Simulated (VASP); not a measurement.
Input of a VASP 6.6.1 run:

Contents of INCAR:

```
PREC     = Accurate       # precision mode
ENCUT    = 600            # plane-wave cutoff, eV
EDIFF    = 1E-6           # SCF threshold, eV
ISMEAR   = 0              # smearing method
SIGMA    = 0.05           # smearing width, eV
LREAL    = False          # projectors in reciprocal space
LASPH    = True           # aspherical terms in the spheres
NELM     = 60             # most SCF steps
ALGO     = Normal         # electronic algorithm
ISIF     = 3              # what is computed and relaxed
LWAVE    = False          # write WAVECAR
LCHARG   = False          # write CHGCAR
GGA      = PE             # functional
IBRION   = 2              # ionic algorithm
NSW      = 80             # ionic steps
EDIFFG   = -0.01          # ionic threshold
```

KPOINTS

```
Automatic mesh
0
Gamma
  16 16 8
```

Contents of POSCAR:

```
BN
1.0
    2.5444251269      0.0000000000      0.0000000000
   -1.2722125634      2.2035367979      0.0000000000
    0.0000000000      0.0000000000      4.2129502686
B N
2 2
Direct
    0.6666666667      0.3333333333      0.0000000000
    0.3333333333      0.6666666667      0.5000000000
    0.6666666667      0.3333333333      0.3750000000
    0.3333333333      0.6666666667      0.8750000000
```

Potentials or basis: VASP PAW PBE potentials, release 64 (B, N).

The run is started by

```console
$ cat potpaw_PBE.64/B/POTCAR potpaw_PBE.64/N/POTCAR > POTCAR
$ mpirun -np 1 vasp_std > vasp.out
```

Problem. What does it give for the relaxed cell?

Solution. a = 2.555 Å, b = 2.555 Å, c = 4.225 Å, α = 90.00°, β = 90.00°, γ = 120.00°.

Problem. What does it give for the space group after relaxing (to 0.1 Å)?

Solution. P6_3mc (No. 186).

Problem. What does it give for the relaxed volume?

Solution. 5.97 Å³/atom.

Final structure:
```
B N
1.0
     2.55466    0.00000    0.00000
    -1.27733    2.21240    0.00000
     0.00000    0.00000    4.22470
B N
2 2
Direct
  0.66667 0.33333 0.00020
  0.33333 0.66667 0.50020
  0.66667 0.33333 0.37480
  0.33333 0.66667 0.87480
```

PBE usually gives volumes a little too large and moduli too small. Zero-point motion and thermal expansion aren't in these numbers.
